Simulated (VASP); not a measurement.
# Al2Ru (P4/nmm) in VASP: single point with r2SCAN

Aim: the single point of Al2Ru with r2SCAN.

Program: VASP 6.6.1. These are calculated values, not measurements. Logs are shortened: lines on timing, memory, paths and dates and some standing lists are left out, and cuts for length are marked.

## 1. The cell of the first run

It takes space group P4/nmm (No. 129, tetragonal). The conventional cell has a = 3.122 Å, b = 3.122 Å, c = 17.890 Å, α = 90.00°, β = 90.00°, γ = 90.00°. Within 3.4 Å of Al (site symmetry 4mm) lie 5 Ru at 2.58 to 2.88 Å and 9 Al at 2.69 to 3.12 Å. Within 3.4 Å of Al (site symmetry 4mm) lie 4 Ru at 2.58 Å and 9 Al at 2.69 to 3.36 Å. Al (site symmetry 4mm) has 5 Ru at 2.58 to 2.88 Å and 9 Al at 2.69 to 3.12 Å within 3.4 Å. Within 3.4 Å of Al (site symmetry 4mm) lie 5 Ru at 2.58 to 2.88 Å and 9 Al at 2.69 to 3.12 Å. Within 3.4 Å of Ru (site symmetry 4mm) lie 10 Al at 2.58 to 2.88 Å and 4 Ru at 3.12 Å. Within 3.4 Å of Ru (site symmetry 4mm) lie 9 Al at 2.58 to 2.88 Å and 4 Ru at 3.12 Å.

## 2. Single point, r2SCAN (the distance across one plane changed)

POSCAR reads:

```
Al2Ru
1.0
   -3.1218205081      0.0000000000      0.0000000000
    0.0000000000     -3.1218205081      0.0000000000
    0.0000000000      0.0000000000     17.8899668331
Al Ru
8 4
Direct
    0.0000000000      0.0000000000      0.1931134013
    0.5000000000      0.5000000000      0.9011904617
    0.0000000000      0.0000000000      0.6651647749
    0.5000000000      0.5000000000      0.4291390881
    0.5000000000      0.5000000000      0.2789379722
    1.0000000000      1.0000000000      0.0429122855
    0.5000000000      0.5000000000      0.7509893458
    1.0000000000      1.0000000000      0.5149636590
    0.0000000000      0.0000000000      0.3540385302
    0.5000000000      0.5000000000      0.1180128434
    0.0000000000      0.0000000000      0.8260899037
    0.5000000000      0.5000000000      0.5900642170
```

INCAR.step1 reads:

```
PREC     = Accurate       # precision mode
ENCUT    = 520            # plane-wave cutoff, eV
ISMEAR   = 0              # smearing method
SIGMA    = 0.15           # smearing width, eV
LREAL    = F              # projectors in reciprocal space
LASPH    = T              # aspherical terms in the spheres
NELM     = 60             # most SCF steps
NBANDS   = 52             # bands
GGA      = PE             # functional
ALGO     = Normal         # electronic algorithm
EDIFF    = 1E-4           # SCF threshold, eV
LWAVE    = T              # write WAVECAR
LCHARG   = F              # write CHGCAR
```

INCAR.step2 reads:

```
PREC     = Accurate       # precision mode
ENCUT    = 520            # plane-wave cutoff, eV
EDIFF    = 1E-7           # SCF threshold, eV
ISMEAR   = 0              # smearing method
SIGMA    = 0.15           # smearing width, eV
LREAL    = F              # projectors in reciprocal space
LASPH    = T              # aspherical terms in the spheres
NELM     = 60             # most SCF steps
ALGO     = Normal         # electronic algorithm
ISIF     = 2              # what is computed and relaxed
LWAVE    = F              # write WAVECAR
LCHARG   = F              # write CHGCAR
METAGGA  = R2SCAN         # meta-GGA
LMIXTAU  = T            
NBANDS   = 52             # bands
ISTART   = 1
```

KPOINTS reads:

```
Automatic mesh
0
Gamma
  15 15 3
```

Potentials or basis: VASP PAW PBE potentials, release 64 (Al, Ru_pv).

On the command line:

```sh
$ cat potpaw_PBE.64/Al/POTCAR potpaw_PBE.64/Ru_pv/POTCAR > POTCAR
$ cp INCAR.step1 INCAR
$ mpirun -np 1 vasp_std > vasp.out
$ cp INCAR.step2 INCAR
$ mpirun -np 1 vasp_std > vasp.out
```

OUTCAR:

```text
PREC = Accurate
   ENCUT = 520
   EDIFF = 1E-7
   ISMEAR = 0
   LREAL = F
   LASPH = T
   NELM = 60
   ISIF = 2
   METAGGA = R2SCAN
   ISTART = 1

 ion  position               nearest neighbor table
   1  0.000  0.000  0.193-  10 2.58  10 2.58  10 2.58  10 2.58   6 2.69   5 2.69   5 2.69   5 2.69
                             5 2.69   9 2.88
   2  0.500  0.500  0.901-  11 2.58  11 2.58  11 2.58  11 2.58   7 2.69   6 3.36   6 3.36   6 3.36
                             6 3.36
   3  0.000  0.000  0.665-  12 2.58  12 2.58  12 2.58  12 2.58   8 2.69   7 2.69   7 2.69   7 2.69
                             7 2.69  11 2.88
   4  0.500  0.500  0.429-   9 2.58   9 2.58   9 2.58   9 2.58   5 2.69   8 2.69   8 2.69   8 2.69
                             8 2.69  12 2.88
   5  0.500  0.500  0.279-   9 2.58   9 2.58   9 2.58   9 2.58   4 2.69   1 2.69   1 2.69   1 2.69
                             1 2.69  10 2.88
   6  0.000  0.000  0.043-  10 2.58  10 2.58  10 2.58  10 2.58   1 2.69   2 3.36   2 3.36   2 3.36
                             2 3.36
   7  0.500  0.500  0.751-  11 2.58  11 2.58  11 2.58  11 2.58   2 2.69   3 2.69   3 2.69   3 2.69
                             3 2.69  12 2.88
   8  0.000  0.000  0.515-  12 2.58  12 2.58  12 2.58  12 2.58   3 2.69   4 2.69   4 2.69   4 2.69
                             4 2.69   9 2.88
   9  0.000  0.000  0.354-   4 2.58   4 2.58   4 2.58   4 2.58   5 2.58   5 2.58   5 2.58   5 2.58
                             8 2.88   1 2.88
  10  0.500  0.500  0.118-   1 2.58   6 2.58   1 2.58   6 2.58   1 2.58   6 2.58   1 2.58   6 2.58
                             5 2.88
  11  0.000  0.000  0.826-   7 2.58   7 2.58   7 2.58   7 2.58   2 2.58   2 2.58   2 2.58   2 2.58
                             3 2.88
  12  0.500  0.500  0.590-   3 2.58   3 2.58   3 2.58   3 2.58   8 2.58   8 2.58   8 2.58   8 2.58
                             7 2.88   4 2.88

  LATTYP: Found a simple tetragonal cell.
 ALAT       =     3.1218205081
 C/A-ratio  =     5.7306199337

  Lattice vectors:

 A1 = (  -3.1218205081,   0.0000000000,   0.0000000000)
 A2 = (   0.0000000000,  -3.1218205081,   0.0000000000)
 A3 = (   0.0000000000,   0.0000000000,  17.8899668331)

Analysis of symmetry for initial positions (statically):
=====================================================================
 Subroutine PRICEL returns:
 Original cell was already a primitive cell.

 Routine SETGRP: Setting up the symmetry group for a
 simple tetragonal supercell.

 Subroutine GETGRP returns: Found 16 space group operations
 (whereof  8 operations were pure point group operations)
 out of a pool of 16 trial point group operations.

The static configuration has the point symmetry C_4v.
[... 145 lines left out ...]
   PSTRESS=    0.0 pullay stress
   NELECT =      80.0000    total number of electrons
   NUPDOWN=      -1.0000    fix difference up-down
   EMIN   =  10.00;   EMAX   =-10.00  energy-range for DOS
   EFERMI =   0.00;   METHOD = LEGACY
   ISMEAR =     0;   SIGMA  =   0.15  broadening in eV -4-tet -1-fermi 0-gaus
   EFERMI_NEDOS =   21; number of points for ismear=-14 and -15
   IALGO  =     38    algorithm
   IMIX   =      4    mixing-type and parameters
     AMIX     =   0.40;   BMIX     =  1.00
     AMIX_MAG =   1.60;   BMIX_MAG =  1.00
  volume/ion in A,a.u.               =      14.53        98.05
  Fermi-wavevector in a.u.,A,eV,Ry     =   1.262689  2.386136 21.692901  1.594383
  Thomas-Fermi vector in A             =   2.396084
   LORBIT       =      0    0 simple, 1 ext, 2 COOP (PROOUT), +10 PAW based schemes
   METAGGA = R2SCAN    functional components
   LHFCALC =     F    Hartree Fock is set to
   AEXX    =    0.0000 exact exchange contribution
   IVDW    =     0    specifies the selected vdW correction
   LEPSILON=     F    determine dielectric tensor
   LRPA    =     F    only Hartree local field effects (RPA)
 non-spin polarized calculation
 Gauss-broadening in eV      SIGMA  =   0.15
  energy-cutoff  :      520.00
  volume of cell :      174.35
 maximum number of plane-waves:      4743
 NGX is ok and might be reduce to    24
   NGX = 11   NGY = 11   NGZ = 67

 number of electron      79.9999995 magnetization

 Free energy of the ion-electron system (eV)
  ---------------------------------------------------
  ext. energy  EPLUGINS =         0.00000000
  ---------------------------------------------------
  free energy    TOTEN  =      -163.61175506 eV

  energy without entropy =     -163.58283069  energy(sigma->0) =     -163.59729287

 E-fermi :  10.0465     XC(G=0): -12.5198

 val. band max:       10.0140072440   @ k =   0.4667   0.4667   0.0000
 cond. band min:      10.0532306474   @ k =   0.3333   0.3333   0.0000
 fundamental gap:      0.0392234034
 Fermi energy:        10.0465358358

 k-point     1 :       0.0000    0.0000    0.0000
  band No.  band energies     occupation
      1     -34.1613      2.00000
      2     -34.1613      2.00000
      3     -34.1613      2.00000
      4     -34.1613      2.00000
      5     -34.1013      2.00000
      6     -34.1013      2.00000
[... 1309 lines left out ...]
     51      14.0214      0.00000
     52      14.3734      0.00000

 [... further k-points ...]
[... 5 lines left out ...]
  --------------------------------------------------------------------------------------
  -------------------------------------------------------------------------------------
  Total       -3.5598877     -3.5598877     -4.8825146      0.0000000      0.0000000      0.0000000
  in kB      -32.7130834    -32.7130834    -44.8671765      0.0000000      0.0000000      0.0000000
  external PRESSURE =     -36.7644478 kB  Pullay stress =       0.0000000 kB

 VOLUME and BASIS-vectors are now :
 -----------------------------------------------------------------------------
  energy-cutoff  :      520.00
  volume of cell :      174.35
      direct lattice vectors                 reciprocal lattice vectors
    -3.121820508  0.000000000  0.000000000    -0.320325912  0.000000000  0.000000000
     0.000000000 -3.121820508  0.000000000     0.000000000 -0.320325912  0.000000000
     0.000000000  0.000000000 17.889966833     0.000000000  0.000000000  0.055897253

 POSITION                                       TOTAL-FORCE (eV/Angst)
 -----------------------------------------------------------------------------------
      0.00000      0.00000      3.45479         0.000000      0.000000     -0.093846
     -1.56091     -1.56091     16.12227        -0.000000      0.000000      0.971068
      0.00000      0.00000     11.89978         0.000000      0.000000      0.003333
     -1.56091     -1.56091      7.67728        -0.000000     -0.000000      0.015613
     -1.56091     -1.56091      4.99019        -0.000000     -0.000000     -0.003333
      0.00000      0.00000      0.76770        -0.000000     -0.000000     -0.971068
     -1.56091     -1.56091     13.43517        -0.000000     -0.000000      0.093846
      0.00000      0.00000      9.21268        -0.000000      0.000000     -0.015613
      0.00000      0.00000      6.33374        -0.000000      0.000000     -0.063806
     -1.56091     -1.56091      2.11125        -0.000000      0.000000     -0.055846
      0.00000      0.00000     14.77872        -0.000000     -0.000000      0.055846
     -1.56091     -1.56091     10.55623        -0.000000     -0.000000      0.063806
 -----------------------------------------------------------------------------------
    total drift:                               -0.000000     -0.000000      0.004116

  FREE ENERGIE OF THE ION-ELECTRON SYSTEM (eV)
  ---------------------------------------------------
  free  energy   TOTEN  =      -163.6117550608 eV

  energy  without entropy=     -163.5828306887  energy(sigma->0) =     -163.59729287
```

OSZICAR.step1:

```text
N       E                     dE             d eps       ncg     rms          rms(c)
DAV:   1     0.635599587300E+03    0.63560E+03   -0.42158E+04  8688   0.145E+03
DAV:   2    -0.436123812349E+02   -0.67921E+03   -0.64520E+03  8200   0.381E+02
DAV:   3    -0.767114306189E+02   -0.33099E+02   -0.31818E+02  8952   0.753E+01
DAV:   4    -0.774627460549E+02   -0.75132E+00   -0.74581E+00  8924   0.104E+01
DAV:   5    -0.774788018508E+02   -0.16056E-01   -0.16041E-01  9948   0.159E+00    0.243E+01
DAV:   6    -0.750777029756E+02    0.24011E+01   -0.21407E+01  8636   0.247E+01    0.671E+00
DAV:   7    -0.745567327182E+02    0.52097E+00   -0.96116E+00  8736   0.171E+01    0.698E+00
DAV:   8    -0.742642412875E+02    0.29249E+00   -0.31716E+00  9292   0.119E+01    0.440E+00
DAV:   9    -0.739304646183E+02    0.33378E+00   -0.64452E-01  8852   0.594E+00    0.140E+00
DAV:  10    -0.739233204426E+02    0.71442E-02   -0.14553E-01  8804   0.186E+00    0.729E-01
DAV:  11    -0.739201964344E+02    0.31240E-02   -0.15465E-02  8828   0.629E-01    0.235E-01
DAV:  12    -0.739196128017E+02    0.58363E-03   -0.51958E-03  8816   0.387E-01    0.194E-01
DAV:  13    -0.739193874142E+02    0.22539E-03   -0.15402E-03  8280   0.300E-01    0.979E-02
DAV:  14    -0.739193324537E+02    0.54961E-04   -0.48749E-04  7272   0.153E-01
   1 F= -.73919332E+02 E0= -.73901326E+02  d E =-.360132E-01
```

Run time: 64 min. Hardware: 1 thread of Oxide Virtual Turin-like, shared host; peak memory 0.58 GiB.

What came out:

```
Free energy            : -163.6118 eV
Pressure               : -3.7 GPa
Largest force          : 0.971 eV/Å
Band gap on the k mesh : zero (bands 40 and 41 overlap by 0.02 eV)
```

Forces on the atoms (eV/Å):
```
Al   0.000  0.000 -0.094
Al   0.000  0.000  0.971
Al   0.000  0.000  0.003
Al   0.000  0.000  0.016
Al   0.000  0.000 -0.003
Al   0.000  0.000 -0.971
Al   0.000  0.000  0.094
Al   0.000  0.000 -0.016
Ru   0.000  0.000 -0.064
Ru   0.000  0.000 -0.056
Ru   0.000  0.000  0.056
Ru   0.000  0.000  0.064
```

Levels at points of the mesh, in eV from the Fermi level:
```tsv
k point	band 37	band 38	band 39	band 40	band 41	band 42	band 43	band 44
(0.00, 0.00, 0.00)	-1.29	-1.28	-1.24	-1.24	0.87	3.17	3.38	3.38
```

Caveat: the cell differs from its parent crystal (the distance across one plane changed); the cell stands under tension; the PAW data sets were made with another functional, which shifts forces and pressure a little.

The gap in the log of VASP goes by the Fermi energy; the results here count the filled bands.